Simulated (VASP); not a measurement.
# PbO (anti NiAs type) (P6_3/mmc) in VASP: single point with r2SCAN

Aim: the single point of PbO (anti NiAs type) with r2SCAN.

Everything below comes from runs of VASP 6.6.1. Logs are shortened: lines on timing, memory, paths and dates and some standing lists are left out, and cuts for length are marked.

## 1. The cell of the first run

Symmetry: P6_3/mmc, No. 194, hexagonal system. The conventional cell has a = 3.099 Å, b = 3.099 Å, c = 6.098 Å, α = 90.00°, β = 90.00°, γ = 120.00°. Within 3.1 Å of O (site symmetry -3m) lie 6 Pb at 2.35 Å and 8 O at 3.05 to 3.10 Å. Within 3.1 Å of Pb (site symmetry -6m2) lie 6 O at 2.35 Å and 6 Pb at 3.10 Å.

## 2. Single point, r2SCAN

POSCAR

```
PbO
1.0
    3.0987748424      0.0000000000      0.0000000000
   -1.5493874212      2.6836177341      0.0000000000
    0.0000000000      0.0000000000      6.0982790196
O Pb
2 2
Direct
    0.0000000000      0.0000000000      0.0000000000
    0.0000000000      0.0000000000      0.5000000000
    0.3333333333      0.6666666667      0.2500000000
    0.6666666667      0.3333333333      0.7500000000
```

INCAR.step1

```
SYSTEM = PbO
PREC = Accurate
ENCUT = 520
ISMEAR = -1
SIGMA = 0.08
LREAL = .FALSE.
LASPH = .TRUE.
NELM = 80
NBANDS = 28
GGA = PE
ALGO = Normal
EDIFF = 1E-4
LWAVE = .TRUE.
LCHARG = .FALSE.
```

INCAR.step2

```
SYSTEM = PbO
PREC = Accurate
ENCUT = 520
EDIFF = 1E-6
ISMEAR = -1
SIGMA = 0.08
LREAL = .FALSE.
LASPH = .TRUE.
NELM = 80
ALGO = Normal
ISIF = 2
LWAVE = .FALSE.
LCHARG = .FALSE.
METAGGA = R2SCAN
LMIXTAU = .TRUE.
NBANDS = 28
ISTART = 1
```

KPOINTS

```
regular mesh
0
G
  12 12 7
  0 0 0
```

Potentials or basis: VASP PAW PBE potentials, release 64 (O, Pb_d).

Started as:

```console
$ cat potpaw_PBE.64/O/POTCAR potpaw_PBE.64/Pb_d/POTCAR > POTCAR
$ cp INCAR.step1 INCAR
$ mpirun -np 1 vasp_std > vasp.out
$ cp INCAR.step2 INCAR
$ mpirun -np 1 vasp_std > vasp.out
```

OUTCAR:

```text
SYSTEM = PbO
   PREC = Accurate
   ENCUT = 520
   EDIFF = 1E-6
   ISMEAR = -1
   LREAL = .FALSE.
   LASPH = .TRUE.
   NELM = 80
   ISIF = 2
   METAGGA = R2SCAN
   ISTART = 1

 ion  position               nearest neighbor table
   1  0.000  0.000  0.000-   3 2.35   4 2.35   3 2.35   4 2.35   4 2.35   3 2.35
   2  0.000  0.000  0.500-   3 2.35   4 2.35   3 2.35   4 2.35   4 2.35   3 2.35
   3  0.333  0.667  0.250-   1 2.35   2 2.35   1 2.35   2 2.35   1 2.35   2 2.35   4 3.54   4 3.54
                             4 3.54   4 3.54   4 3.54   4 3.54
   4  0.667  0.333  0.750-   1 2.35   2 2.35   1 2.35   2 2.35   1 2.35   2 2.35   3 3.54   3 3.54
                             3 3.54   3 3.54   3 3.54   3 3.54

  LATTYP: Found a hexagonal cell.
 ALAT       =     3.0987748424
 C/A-ratio  =     1.9679645440

  Lattice vectors:

 A1 = (   3.0987748424,   0.0000000000,   0.0000000000)
 A2 = (  -1.5493874212,   2.6836177341,   0.0000000000)
 A3 = (   0.0000000000,   0.0000000000,   6.0982790196)

Analysis of symmetry for initial positions (statically):
=====================================================================
 Subroutine PRICEL returns:
 Original cell was already a primitive cell.

 Routine SETGRP: Setting up the symmetry group for a
 hexagonal supercell.

 Subroutine GETGRP returns: Found 24 space group operations
 (whereof 12 operations were pure point group operations)
 out of a pool of 24 trial point group operations.

The static configuration has the point symmetry D_3d.
 The point group associated with its full space group is D_6h.

Analysis of symmetry for dynamics (positions and initial velocities):
=====================================================================
 Subroutine PRICEL returns:
 Original cell was already a primitive cell.

 Routine SETGRP: Setting up the symmetry group for a
 hexagonal supercell.

 Subroutine GETGRP returns: Found 24 space group operations
 (whereof 12 operations were pure point group operations)
 out of a pool of 24 trial point group operations.

The dynamic configuration has the point symmetry D_3d.
 The point group associated with its full space group is D_6h.

 Subroutine INISYM returns: Found 24 space group operations
 (whereof 12 operations are pure point group operations),
 and found     1 'primitive' translations

[... 90 lines left out ...]
   ISTART =      1    job   : 0-new  1-cont  2-samecut
   ICHARG =      0    charge: 1-file 2-atom 10-const
   ISPIN  =      1    spin polarized calculation?
   LNONCOLLINEAR =      F non collinear calculations
   LSORBIT =      F    spin-orbit coupling
   LASPH  =      T    aspherical Exc in radial PAW
   ENCUT  =  520.0 eV  38.22 Ry    6.18 a.u.   5.76  5.76 11.34*2*pi/ulx,y,z
   NELM   =     80;   NELMIN=  2; NELMDL=  0     # of ELM steps
   EDIFF  = 0.1E-05   stopping-criterion for ELM
   LREAL  =      F    real-space projection
   EDIFFG = 0.1E-04   stopping-criterion for IOM
   NSW    =      0    number of steps for IOM
   IBRION =     -1    ionic relax: 0-MD 1-quasi-New 2-CG
   NFREE  =      0    steps in history (QN), initial steepest desc. (CG)
   ISIF   =      2    stress and relaxation
   ISYM   =      2    0-nonsym 1-usesym 2-fastsym
   POTIM  = 0.5000    time-step for ionic-motion
   TEBEG  =    0.0;   TEEND  =   0.0 temperature during run
   PSTRESS=    0.0 pullay stress
   NELECT =      40.0000    total number of electrons
   NUPDOWN=      -1.0000    fix difference up-down
   EMIN   =  10.00;   EMAX   =-10.00  energy-range for DOS
   EFERMI =   0.00;   METHOD = LEGACY
   ISMEAR =    -1;   SIGMA  =   0.08  broadening in eV -4-tet -1-fermi 0-gaus
   EFERMI_NEDOS =   21; number of points for ismear=-14 and -15
   IALGO  =     38    algorithm
   IMIX   =      4    mixing-type and parameters
     AMIX     =   0.40;   BMIX     =  1.00
     AMIX_MAG =   1.60;   BMIX_MAG =  1.00
  volume/ion in A,a.u.               =      12.68        85.56
  Fermi-wavevector in a.u.,A,eV,Ry     =   1.512593  2.858387 31.129293  2.287938
  Thomas-Fermi vector in A             =   2.622497
   LORBIT       =      0    0 simple, 1 ext, 2 COOP (PROOUT), +10 PAW based schemes
   METAGGA = R2SCAN    functional components
   LHFCALC =     F    Hartree Fock is set to
   AEXX    =    0.0000 exact exchange contribution
   IVDW    =     0    specifies the selected vdW correction
   LEPSILON=     F    determine dielectric tensor
   LRPA    =     F    only Hartree local field effects (RPA)
 non-spin polarized calculation
  energy-cutoff  :      520.00
  volume of cell :       50.71
 maximum number of plane-waves:      1382
 NGX is ok and might be reduce to    24
   NGX = 11   NGY = 11   NGZ = 23

 number of electron      40.0000003 magnetization

 Free energy of the ion-electron system (eV)
  ---------------------------------------------------
  ext. energy  EPLUGINS =         0.00000000
  ---------------------------------------------------
  free energy    TOTEN  =      -125.68119353 eV

  energy without entropy =     -125.67551222  energy(sigma->0) =     -125.67835288

 E-fermi :  11.6723     XC(G=0): -13.3717

 val. band max:       11.5975579318   @ k =   0.0833   0.0000   0.0000
 cond. band min:      11.6753198977   @ k =   0.4167   0.1667   0.0000
 fundamental gap:      0.0777619660
 Fermi energy:        11.6722549013

 k-point     1 :       0.0000    0.0000    0.0000
  band No.  band energies     occupation
      1     -10.4743      2.00000
      2      -9.2511      2.00000
      3      -6.5914      2.00000
      4      -6.5126      2.00000
      5      -6.4878      2.00000
      6      -6.4878      2.00000
[... 733 lines left out ...]
     27      21.6231      0.00000
     28      22.2288      0.00000

 [... further k-points ...]
[... 5 lines left out ...]
  --------------------------------------------------------------------------------------
  -------------------------------------------------------------------------------------
  Total       18.7146467     18.7146467     18.7798251      0.0000000      0.0000000     -0.0000000
  in kB      591.2542140    591.2542140    593.3134033      0.0000000      0.0000000     -0.0000000
  external PRESSURE =     591.9406105 kB  Pullay stress =       0.0000000 kB

 VOLUME and BASIS-vectors are now :
 -----------------------------------------------------------------------------
  energy-cutoff  :      520.00
  volume of cell :       50.71
      direct lattice vectors                 reciprocal lattice vectors
     3.098774842  0.000000000  0.000000000     0.322708183  0.186315657  0.000000000
    -1.549387421  2.683617734  0.000000000     0.000000000  0.372631313  0.000000000
     0.000000000  0.000000000  6.098279020     0.000000000  0.000000000  0.163980690

 POSITION                                       TOTAL-FORCE (eV/Angst)
 -----------------------------------------------------------------------------------
      0.00000      0.00000      0.00000         0.000000      0.000000     -0.000000
      0.00000      0.00000      3.04914         0.000000      0.000000     -0.000000
     -0.00000      1.78908      1.52457        -0.000000     -0.000000     -0.000000
      1.54939      0.89454      4.57371        -0.000000      0.000000      0.000000
 -----------------------------------------------------------------------------------
    total drift:                               -0.000000      0.000000     -0.000000

  FREE ENERGIE OF THE ION-ELECTRON SYSTEM (eV)
  ---------------------------------------------------
  free  energy   TOTEN  =      -125.6811935273 eV

  energy  without entropy=     -125.6755122237  energy(sigma->0) =     -125.67835288
```

OUTCAR.step1:

```text
SYSTEM = PbO
   PREC = Accurate
   ENCUT = 520
   ISMEAR = -1
   LREAL = .FALSE.
   LASPH = .TRUE.
   NELM = 80
[... 976 lines left out ...]
      0.00000      0.00000      3.04914         0.000000      0.000000      0.000000
     -0.00000      1.78908      1.52457         0.000000      0.000000     -0.000000
      1.54939      0.89454      4.57371        -0.000000     -0.000000     -0.000000
 -----------------------------------------------------------------------------------
    total drift:                               -0.000000      0.000000     -0.000000

  FREE ENERGIE OF THE ION-ELECTRON SYSTEM (eV)
  ---------------------------------------------------
  free  energy   TOTEN  =       -17.5633097052 eV

  energy  without entropy=      -17.5565972361  energy(sigma->0) =      -17.55995347
```

It took 2.2 min on 1 thread of Intel Xeon 6975P-C (Granite Rapids), shared host; peak memory 0.23 GiB.

What came out:

```yaml
Free_energy: -125.6812 eV
Pressure: 59.2 GPa
Band_gap_on_the_k_mesh: zero (band 20 reaches 11.71 eV, above the bottom of band 21 at 11.56 eV)
```

Stress tensor (GPa, compression positive):
```
59.13  0.00  0.00
 0.00 59.13  0.00
 0.00  0.00 59.33
```

Caveat: the PAW data sets were made with another functional, which shifts forces and pressure a little; spin-orbit coupling is left out, which moves the levels of the heavy elements.
